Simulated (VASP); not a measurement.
Write the native input for VASP 6.6.1 that does the following.

```yaml
Task: single point
Functional: PBE
Potentials_or_basis: VASP PAW PBE potentials, release 64 (Co, Si)
Cutoff: 520 eV
k_mesh: 8 × 8 × 8
Occupations: gaussian, width 0.1 eV
Spin: no spin polarisation
Dipole_correction: no
k_mesh_for_the_DOS: 12 × 12 × 12
Occupations_for_the_DOS: tetrahedron
Further_INCAR_settings: ALGO = Normal; EDIFF = 1e-06; NBANDS = 36
```

CoSi:

```
Co Si
1.0
     4.43085    0.00000    0.00000
     0.00000    4.43085    0.00000
     0.00000    0.00000    4.43085
Co Si
4 4
Direct
  0.14502 0.14502 0.14502
  0.35498 0.85498 0.64502
  0.64502 0.35498 0.85498
  0.85498 0.64502 0.35498
  0.84316 0.84316 0.84316
  0.65684 0.15684 0.34316
  0.34316 0.65684 0.15684
  0.15684 0.34316 0.65684
```

One way to write it, as run:

POSCAR

```
CoSi
1.0
    4.4308490675      0.0000000000      0.0000000000
    0.0000000000      4.4308490675      0.0000000000
    0.0000000000      0.0000000000      4.4308490675
Co Si
4 4
Direct
    0.1450189122      0.1450189122      0.1450189122
    0.3549810878      0.8549810878      0.6450189122
    0.6450189122      0.3549810878      0.8549810878
    0.8549810878      0.6450189122      0.3549810878
    0.8431597104      0.8431597104      0.8431597104
    0.6568402896      0.1568402896      0.3431597104
    0.3431597104      0.6568402896      0.1568402896
    0.1568402896      0.3431597104      0.6568402896
```

INCAR.step1

```
SYSTEM = CoSi
PREC = Accurate ; ENCUT = 520
EDIFF = 1E-6 ; ISMEAR = 0
SIGMA = 0.1 ; LREAL = .FALSE.
LASPH = .TRUE. ; NELM = 60
ALGO = Normal ; ISIF = 2
LWAVE = .FALSE. ; LCHARG = .TRUE.
LMAXMIX = 4 ; GGA = PE
NBANDS = 36
```

KPOINTS.step1

```
Automatic mesh
0
G
  8 8 8
  0 0 0
```

INCAR.step2

```
SYSTEM = CoSi
PREC = Accurate ; ENCUT = 520
EDIFF = 1E-6 ; ISMEAR = -5
SIGMA = 0.1 ; LREAL = .FALSE.
LASPH = .TRUE. ; NELM = 60
ALGO = Normal ; ISIF = 2
LWAVE = .FALSE. ; LCHARG = .FALSE.
LMAXMIX = 4 ; GGA = PE
LORBIT = 10 ; NBANDS = 36
NEDOS = 1001 ; ICHARG = 11
```

KPOINTS.step2

```
Automatic mesh
0
G
  12 12 12
  0 0 0
```

Potentials or basis: VASP PAW PBE potentials, release 64 (Co, Si).

Run with:

```console
$ cat potpaw_PBE.64/Co/POTCAR potpaw_PBE.64/Si/POTCAR > POTCAR
$ cp INCAR.step1 INCAR
$ cp KPOINTS.step1 KPOINTS
$ mpirun -np 1 vasp_std > vasp.out
$ cp INCAR.step2 INCAR
$ cp KPOINTS.step2 KPOINTS
$ mpirun -np 1 vasp_std > vasp.out
```

It gave:

```
Valence electrons inside the program's atomic spheres : Co 8.62; Si 1.61
```

Caveat: the run has no spin polarisation, though such a crystal can be magnetic.

It took 3.6 min on 1 thread of Intel(R) Xeon(R) Platinum 8559C (Emerald Rapids), with other jobs on the host, peak memory 0.4 GiB.
